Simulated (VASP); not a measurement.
SiC:

```
Si C
1.0
     3.09474    0.00000    0.00000
    -1.54737    2.68012    0.00000
     0.00000    0.00000   15.18813
Si C
6 6
Direct
  0.33333 0.66667 0.14229
  0.66667 0.33333 0.64229
  0.00000 0.00000 0.47552
  0.00000 0.00000 0.97552
  0.66667 0.33333 0.30877
  0.33333 0.66667 0.80877
  0.00000 0.00000 0.35016
  0.00000 0.00000 0.85016
  0.33333 0.66667 0.01732
  0.66667 0.33333 0.51732
  0.66667 0.33333 0.18381
  0.33333 0.66667 0.68381
```

Base run:

```yaml
Program: VASP 6.6.1
Functional: PBE
Potentials_or_basis: VASP PAW PBE potentials, release 64 (Si, C)
Cutoff: 520 eV
k_mesh: 12 × 12 × 2
Occupations: gaussian, width 0.02 eV
Spin: no spin polarisation
```

Its results: band gap on the k mesh 2.03 eV (least direct gap 3.12 eV); pressure 0.0 GPa; largest force 0.006 eV/Å.

The run is repeated on the same cell with these changes: functional from PBE to r2SCAN; further incar settings from ALGO = Normal; EDIFF = 1e-06; NBANDS = 36 to ALGO = Normal; EDIFF = 1e-07; NBANDS = 36. What comes out?

Band gap on the k mesh 2.40 eV (least direct gap 3.55 eV); pressure -3.7 GPa; largest force 0.008 eV/Å.

Caveats: the cell stands under tension (at least some runs); the PAW data sets were made with another functional, which shifts forces and pressure a little (at least some runs).

A k mesh can miss the band edges.
